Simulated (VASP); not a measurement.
Here is a VASP 6.6.1 calculation.

Contents of INCAR:

```
ALGO = Normal
EDIFF = 1E-6
ENCUT = 600
GGA = PE
GGA_COMPAT = F
ISIF = 2
ISMEAR = 0
ISPIN = 2
LASPH = T
LCHARG = F
LDAU = T
LDAUJ = 0 0
LDAUL = 2 -1
LDAUPRINT = 1
LDAUTYPE = 2
LDAUU = 6.2 0
LMAXMIX = 4
LORBIT = 11
LREAL = F
LWAVE = F
MAGMOM = 2 -2 0 0
NBANDS = 36
NELM = 200
PREC = Accurate
SIGMA = 0.05
```

Contents of KPOINTS:

```
k-points
0
Gamma
  5 5 3
```

File POSCAR:

```
NiO
1.0
    0.0000000000      2.1337896542     -2.1337896542
    0.0000000000      2.1337896542      2.1337896542
    4.2675793084      0.0000000000      0.0000000000
Ni O
2 2
Direct
    0.0000000000      0.0000000000      0.0000000000
    0.5000000000      0.5000000000      0.5000000000
    0.0000000000      1.0000000000      0.5000000000
    0.5000000000      1.5000000000      1.0000000000
```

Potentials or basis: VASP PAW PBE potentials, release 64 (Ni_sv_GW, O).

Launch:

```console
$ cat potpaw_PBE.64/Ni_sv_GW/POTCAR potpaw_PBE.64/O/POTCAR > POTCAR
$ mpirun -np 1 vasp_std > vasp.out
```

Problem. What does it give for the site moments?

Solution. Ni +1.80, -1.80; O -0.06, +0.06 μB.

Problem. Predict the band gap on the k mesh.

Solution. 2.27 eV.

Problem. Estimate the net moment.

Solution. 0.00 μB per cell.

Problem. Estimate the pressure.

Solution. -3.6 GPa.

Eigenvalues of the final occupation matrices:
```
    site  spin  trace               eigenvalues
site 1 d     1   4.75  0.94 0.94 0.94 0.97 0.97
site 1 d     2   2.97  0.09 0.09 0.93 0.93 0.93
site 2 d     1   2.97  0.09 0.09 0.93 0.93 0.93
site 2 d     2   4.75  0.94 0.94 0.94 0.97 0.97
```

Caveat: the k points lie up to 0.49 Å⁻¹ apart. A k mesh can miss the band edges.
